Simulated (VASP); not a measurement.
# InO (P6/mmm) in VASP: notebook, part 2 of 2

VASP 6.6.1. Earlier steps stand in the parts before.

### Step 3. Single point, PBE, collinear spin, ferromagnetic start

This run uses another cell than the first one, of 25.31 Å³/atom.

The input, INCAR:

```
ALGO = Normal ; EDIFF = 1E-6
ENCUT = 520 ; GGA = PE
ISIF = 2 ; ISMEAR = 0
ISPIN = 2 ; LASPH = T
LCHARG = T ; LELF = T
LORBIT = 11 ; LREAL = F
LVHAR = T ; LWAVE = F
MAGMOM = 0 0 0 1 1 1 ; NBANDS = 42
NELM = 150 ; PREC = Accurate
SIGMA = 0.1
```

The input, KPOINTS:

```
k-points
0
Gamma
  3 3 6
```

The input, POSCAR:

```
InO
1.0
    7.2654643291      0.0000000000      0.0000000000
   -3.6327321646      6.2920766793      0.0000000000
    0.0000000000      0.0000000000      3.3216477517
In O
3 3
Direct
    0.5000000000      0.0000000000      0.0000000000
    0.0000000000      0.5000000000      0.0000000000
    0.5000000000      0.5000000000      0.0000000000
    0.3333333333      0.6666666667      0.0000000000
    0.6666666667      0.3333333333      0.0000000000
    0.0000000000      0.0000000000      0.0000000000
```

Potentials or basis: VASP PAW PBE potentials, release 64 (In_d, O).

Started as:

```bash
$ cat potpaw_PBE.64/In_d/POTCAR potpaw_PBE.64/O/POTCAR > POTCAR
$ mpirun -np 1 vasp_std > vasp.out
```

OUTCAR:

```text
EDIFF = 1E-6
   ENCUT = 520
   GGA = PE
   ISIF = 2
   ISMEAR = 0
   ISPIN = 2
   LASPH = T
   LORBIT = 11
   LREAL = F
   NELM = 150
   PREC = Accurate

 ion  position               nearest neighbor table
   1  0.500  0.000  0.000-   4 2.10   5 2.10   2 3.63   2 3.63   3 3.63   3 3.63
   2  0.000  0.500  0.000-   4 2.10   5 2.10   1 3.63   1 3.63   3 3.63   3 3.63
   3  0.500  0.500  0.000-   4 2.10   5 2.10   2 3.63   2 3.63   1 3.63   1 3.63
   4  0.333  0.667  0.000-   2 2.10   1 2.10   3 2.10
   5  0.667  0.333  0.000-   2 2.10   1 2.10   3 2.10
   6  0.000  0.000  0.000-

  LATTYP: Found a hexagonal cell.
 ALAT       =     7.2654643291
 C/A-ratio  =     0.4571831340

  Lattice vectors:

 A1 = (   7.2654643291,   0.0000000000,   0.0000000000)
 A2 = (  -3.6327321646,   6.2920766793,   0.0000000000)
 A3 = (   0.0000000000,   0.0000000000,   3.3216477517)

Analysis of symmetry for initial positions (statically):
=====================================================================
 Subroutine PRICEL returns:
 Original cell was already a primitive cell.

 Routine SETGRP: Setting up the symmetry group for a
 hexagonal supercell.

 Subroutine GETGRP returns: Found 24 space group operations
 (whereof 24 operations were pure point group operations)
 out of a pool of 24 trial point group operations.

The static configuration has the point symmetry D_6h.

Analysis of symmetry for dynamics (positions and initial velocities):
=====================================================================
 Subroutine PRICEL returns:
 Original cell was already a primitive cell.

 Routine SETGRP: Setting up the symmetry group for a
 hexagonal supercell.

 Subroutine GETGRP returns: Found 24 space group operations
 (whereof 24 operations were pure point group operations)
 out of a pool of 24 trial point group operations.

The dynamic configuration has the point symmetry D_6h.

Analysis of structural, dynamic, and magnetic symmetry:
=====================================================================
 Subroutine PRICEL returns:
 Original cell was already a primitive cell.

 Routine SETGRP: Setting up the symmetry group for a
 hexagonal supercell.

 Subroutine GETGRP returns: Found 24 space group operations
 (whereof 24 operations were pure point group operations)
 out of a pool of 24 trial point group operations.

The overall configuration has the point symmetry D_6h.

 Subroutine INISYM returns: Found 24 space group operations
 (whereof 24 operations are pure point group operations),
 and found     1 'primitive' translations

----------------------------------------------------------------------------------------

                                     Primitive cell

  volume of cell :     151.8487

  direct lattice vectors                    reciprocal lattice vectors
     7.265464329  0.000000000  0.000000000     0.137637452  0.079465020  0.000000000
    -3.632732165  6.292076679  0.000000000     0.000000000  0.158930040  0.000000000
     0.000000000  0.000000000  3.321647752     0.000000000  0.000000000  0.301055402

[... 81 lines left out ...]
   NSW    =      0    number of steps for IOM
   IBRION =     -1    ionic relax: 0-MD 1-quasi-New 2-CG
   NFREE  =      0    steps in history (QN), initial steepest desc. (CG)
   ISIF   =      2    stress and relaxation
   ISYM   =      2    0-nonsym 1-usesym 2-fastsym
   POTIM  = 0.5000    time-step for ionic-motion
   TEBEG  =    0.0;   TEEND  =   0.0 temperature during run
   PSTRESS=    0.0 pullay stress
   NELECT =      57.0000    total number of electrons
   NUPDOWN=      -1.0000    fix difference up-down
   EMIN   =  10.00;   EMAX   =-10.00  energy-range for DOS
   EFERMI =   0.00;   METHOD = LEGACY
   ISMEAR =     0;   SIGMA  =   0.10  broadening in eV -4-tet -1-fermi 0-gaus
   EFERMI_NEDOS =   21; number of points for ismear=-14 and -15
   IALGO  =     38    algorithm
   IMIX   =      4    mixing-type and parameters
     AMIX     =   0.40;   BMIX     =  1.00
     AMIX_MAG =   1.60;   BMIX_MAG =  1.00
  volume/ion in A,a.u.               =      25.31       170.79
  Fermi-wavevector in a.u.,A,eV,Ry     =   1.180944  2.231661 18.975090  1.394630
  Thomas-Fermi vector in A             =   2.317227
   LORBIT       =     11    0 simple, 1 ext, 2 COOP (PROOUT), +10 PAW based schemes
   GGA     = PE    functional components
   LHFCALC =     F    Hartree Fock is set to
   AEXX    =    0.0000 exact exchange contribution
   IVDW    =     0    specifies the selected vdW correction
   LEPSILON=     F    determine dielectric tensor
   LRPA    =     F    only Hartree local field effects (RPA)
 spin polarized calculation
 Gauss-broadening in eV      SIGMA  =   0.10
  energy-cutoff  :      520.00
  volume of cell :      151.85
 maximum number of plane-waves:      4140
 NGX is ok and might be reduce to    54
   NGX = 27   NGY = 27   NGZ = 13

 number of electron      57.0000022 magnetization      -0.0004904

 number of electron      57.0000022 magnetization       0.0001148

 Free energy of the ion-electron system (eV)
  ---------------------------------------------------
  ext. energy  EPLUGINS =         0.00000000
  ---------------------------------------------------
  free energy    TOTEN  =       -21.98772939 eV

  energy without entropy =      -21.93873720  energy(sigma->0) =      -21.96323330

 E-fermi :   2.6183     XC(G=0):  -8.2940

 val. band max:        2.6092240868   @ k =   0.0000   0.0000   0.5000
 cond. band min:       2.6589633499   @ k =   0.3333   0.3333   0.5000
 fundamental gap:      0.0497392631
 Fermi energy:         2.6183237810

 spin component 1

 k-point     1 :       0.0000    0.0000    0.0000
  band No.  band energies     occupation
      1     -17.1789      1.00000
      2     -16.3394      1.00000
      3     -12.4600      1.00000
      4     -12.4600      1.00000
      5     -12.4171      1.00000
      6     -12.3060      1.00000
[... 505 lines left out ...]
     39       9.7089      0.00000
     40      11.4087      0.00000
 Fermi energy:         2.6183237810

 spin component 2

 k-point     1 :       0.0000    0.0000    0.0000
  band No.  band energies     occupation
      1     -17.1788      1.00000
      2     -16.3394      1.00000
      3     -12.4600      1.00000
      4     -12.4600      1.00000
      5     -12.4170      1.00000
      6     -12.3060      1.00000
[... 505 lines left out ...]
     39       9.7089      0.00000
     40      11.4087      0.00000
 [bands above 40 left out]

------------------------ aborting loop because EDIFF is reached ----------------------------------------

  FORCE on cell =-STRESS in cart. coord.  units (eV):
  Direction    XX          YY          ZZ          XY          YZ          ZX
  --------------------------------------------------------------------------------------
  -------------------------------------------------------------------------------------
  Total        0.3408576      0.3408576     -0.0162245     -0.0000000      0.0000000      0.0000000
  in kB        3.5964379      3.5964379     -0.1711874     -0.0000000      0.0000000      0.0000000
  external PRESSURE =       2.3405628 kB  Pullay stress =       0.0000000 kB

 VOLUME and BASIS-vectors are now :
 -----------------------------------------------------------------------------
  energy-cutoff  :      520.00
  volume of cell :      151.85
      direct lattice vectors                 reciprocal lattice vectors
     7.265464329  0.000000000  0.000000000     0.137637452  0.079465020  0.000000000
    -3.632732165  6.292076679  0.000000000     0.000000000  0.158930040  0.000000000
     0.000000000  0.000000000  3.321647752     0.000000000  0.000000000  0.301055402

 POSITION                                       TOTAL-FORCE (eV/Angst)
 -----------------------------------------------------------------------------------
      3.63273      0.00000      0.00000         0.000000      0.000000     -0.000000
     -1.81637      3.14604      0.00000         0.000000      0.000000     -0.000000
      1.81637      3.14604      0.00000         0.000000      0.000000     -0.000000
     -0.00000      4.19472      0.00000        -0.000000      0.000000      0.000000
      3.63273      2.09736      0.00000         0.000000     -0.000000     -0.000000
      0.00000      0.00000      0.00000         0.000000      0.000000     -0.000000
 -----------------------------------------------------------------------------------
    total drift:                                0.000000      0.000000      0.000000

  FREE ENERGIE OF THE ION-ELECTRON SYSTEM (eV)
  ---------------------------------------------------
  free  energy   TOTEN  =       -21.9877293925 eV

  energy  without entropy=      -21.9387372024  energy(sigma->0) =      -21.96323330

 total charge

# of ion       s       p       d       tot
------------------------------------------
    1        0.910   0.437   9.924  11.271
    2        0.910   0.437   9.924  11.271
    3        0.910   0.437   9.924  11.271
    4        1.610   3.350   0.000   4.960
    5        1.610   3.350   0.000   4.960
    6        1.599   3.070   0.000   4.669
--------------------------------------------------
tot          7.548  11.082  29.773  48.403

 magnetization (x)

# of ion       s       p       d       tot
------------------------------------------
    1       -0.000   0.000   0.000   0.000
    2       -0.000   0.000   0.000   0.000
    3       -0.000   0.000   0.000   0.000
    4        0.000   0.000   0.000   0.000
    5        0.000   0.000   0.000   0.000
    6        0.000   0.000   0.000   0.000
--------------------------------------------------
tot          0.000   0.000   0.000   0.000
```

It took 4.1 min on 1 thread of Intel Xeon 6975P-C (Granite Rapids), shared host; peak memory 0.39 GiB.

What came out:

```yaml
Free_energy: -21.9877 eV
Pressure: 0.2 GPa
Net_moment: 0.00 μB per cell
Valence_electrons_inside_the_program's_atomic_spheres: In 11.27; O 4.96, 4.67 (each value once)
```

Levels at points of the mesh, in eV from the Fermi level:
Spin up:
```tsv
k point	band 25	band 26	band 27	band 28	band 29	band 30	band 31	band 32
(0.00, 0.00, 0.00)	-2.62	-0.97	-0.97	0.19	0.19	0.27	1.86	1.86
(0.00, 0.00, 0.50)	-1.47	-0.85	-0.43	-0.43	-0.01	-0.01	0.81	2.27
```
Spin down:
| k point | band 26 | band 27 | band 28 | band 29 | band 30 | band 31 |
| --- | --- | --- | --- | --- | --- | --- |
| (0.00, 0.00, 0.00) | -0.97 | -0.97 | 0.19 | 0.19 | 0.27 | 1.86 |
| (0.00, 0.00, 0.50) | -0.85 | -0.43 | -0.43 | -0.01 | -0.01 | 0.81 |

Caveat: spin-orbit coupling is left out, which moves the levels of the heavy elements.

### Step 4. Single point, PBE, collinear spin

This run uses another cell than the first one, of 26.12 Å³/atom.

The input, INCAR:

```
SYSTEM = InO
PREC = Accurate
ENCUT = 520
EDIFF = 1E-6
ISMEAR = 0
SIGMA = 0.1
LREAL = .FALSE.
LASPH = .TRUE.
NELM = 150
ALGO = Normal
ISIF = 2
LWAVE = .FALSE.
LCHARG = .FALSE.
ISPIN = 2
MAGMOM = 0 0 0 0 0 1.16
LORBIT = 11
GGA = PE
NBANDS = 42
```

The input, KPOINTS:

```
regular mesh
0
G
  6 6 12
  0 0 0
```

POSCAR: that of step 3 with these lines changed.

```diff
@@ -2,5 +2,5 @@
 1.0
-    7.2654643291      0.0000000000      0.0000000000
-   -3.6327321646      6.2920766793      0.0000000000
-    0.0000000000      0.0000000000      3.3216477517
+    7.3567794761      0.0000000000      0.0000000000
+   -3.6783897381      6.3711579163      0.0000000000
+    0.0000000000      0.0000000000      3.3437406893
 In O
```

Started as:

```bash
$ cat potpaw_PBE.64/In_d/POTCAR potpaw_PBE.64/O/POTCAR > POTCAR
$ mpirun -np 1 vasp_std > vasp.out
```

It took 49 min on 1 thread of Oxide Virtual Turin-like, shared host; peak memory 0.61 GiB.

It converged, with:

```yaml
Free_energy: -21.9689 eV
Pressure: -0.7 GPa
Net_moment: 0.00 μB per cell
Valence_electrons_inside_the_program's_atomic_spheres: In 11.25; O 4.95, 4.67 (each value once)
```

Stress tensor (GPa, compression positive):
```
-1.07  0.00  0.00
 0.00 -1.07  0.00
 0.00  0.00  0.01
```

Levels at points of the mesh, in eV from the Fermi level:
Spin up:
| k point | band 25 | band 26 | band 27 | band 28 | band 29 | band 30 | band 31 | band 32 |
| --- | --- | --- | --- | --- | --- | --- | --- | --- |
| (0.00, 0.00, 0.00) | -2.41 | -0.90 | -0.90 | 0.16 | 0.16 | 0.24 | 1.85 | 1.85 |
| (0.50, 0.00, 0.00) | -2.56 | -1.55 | -0.73 | -0.25 | 0.06 | 0.24 | 0.90 | 2.31 |
| (0.00, 0.00, 0.50) | -1.54 | -0.82 | -0.39 | -0.39 | 0.03 | 0.03 | 0.84 | 2.14 |
| (0.50, 0.00, 0.50) | -0.91 | -0.83 | -0.33 | -0.01 | 0.37 | 0.39 | 0.57 | 0.62 |
Spin down:
```
           k point  band 25  band 26  band 27  band 28  band 29  band 30  band 31  band 32
(0.00, 0.00, 0.00)    -2.41    -0.90    -0.90     0.16     0.16     0.24     1.85     1.85
(0.50, 0.00, 0.00)    -2.56    -1.55    -0.73    -0.25     0.06     0.24     0.90     2.31
(0.00, 0.00, 0.50)    -1.54    -0.82    -0.39    -0.39     0.03     0.03     0.84     2.14
(0.50, 0.00, 0.50)    -0.91    -0.83    -0.33    -0.01     0.37     0.39     0.57     0.62
```

Caveat: spin-orbit coupling is left out, which moves the levels of the heavy elements.

### Step 5. Summary

| task | spin | cell | k mesh | cutoff (eV) | gap on the mesh (eV) | pressure (GPa) | moment (μB) |
| --- | --- | --- | --- | --- | --- | --- | --- |
| relaxation of cell and atoms | off | relaxed from a = 7.252, b = 7.252, c = 3.313 Å, angles 90.0, 90.0, 120.0°, 6 atoms | 3 × 3 × 6 | 600 | none | 0.0 | - |
| single point | collinear, ferromagnetic start | a = 7.265, b = 7.265, c = 3.322 Å, angles 90.0, 90.0, 120.0°, 6 atoms | 3 × 3 × 6 | 520 | none | 0.2 | 0.00 |
| single point | collinear | a = 7.357, b = 7.357, c = 3.344 Å, angles 90.0, 90.0, 120.0°, 6 atoms | 6 × 6 × 12 | 520 | none | -0.7 | 0.00 |

Alike in all rows: level PBE; potentials or basis VASP PAW PBE potentials, release 64 (In_d, O); smearing gaussian 0.1 eV.

Caveats: spin-orbit coupling is left out, which moves the levels of the heavy elements; an odd number of electrons without spin polarisation forces a metal (at least some runs); a magnetic or distorted state may lie lower (at least some runs).

Total energies depend on the potentials used, so only differences within one code and one set of settings carry meaning.
